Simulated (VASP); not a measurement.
CdI2:

```
CELL_PARAMETERS angstrom
4.24871 0.00000 0.00000
-2.12435 3.67949 0.00000
0.00000 0.00000 6.88364
ATOMIC_POSITIONS crystal
Cd 0.00000 0.00000 0.00000
I 0.33333 0.66667 0.24956
I 0.66667 0.33333 0.75044
```

Base run:

| Item | Value |
| --- | --- |
| Program | VASP 6.6.1 |
| Functional | r2SCAN |
| Potentials or basis | VASP PAW PBE potentials, release 64 (Cd, I) |
| Cutoff | 550 eV |
| k mesh | 6 × 6 × 4 |
| Occupations | gaussian, width 0.01 eV |
| Spin | no spin polarisation |

Its results: band gap on the k mesh 2.82 eV (least direct gap 3.15 eV); pressure 1.0 GPa; largest force 0.022 eV/Å.

Task: After a change of settings the same cell gave: band gap on the k mesh 4.03 eV (least direct gap 4.28 eV); pressure 0.5 GPa; largest force 0.068 eV/Å. Which change was it?
A. functional from r2SCAN to PBE0; cutoff from 550 eV to 400 eV
B. functional from r2SCAN to PBE; cutoff from 550 eV to 500 eV; k mesh from 6 × 6 × 4 to 12 × 12 × 4
C. functional from r2SCAN to PBE; cutoff from 550 eV to 500 eV

Result: A.

Caveats: the PAW data sets were made with another functional, which shifts forces and pressure a little; spin-orbit coupling is left out, which moves the levels of the heavy elements; this functional lacks dispersion, which binds the layers, so the pressure and a relaxed spacing across them are unreliable (at least some runs).
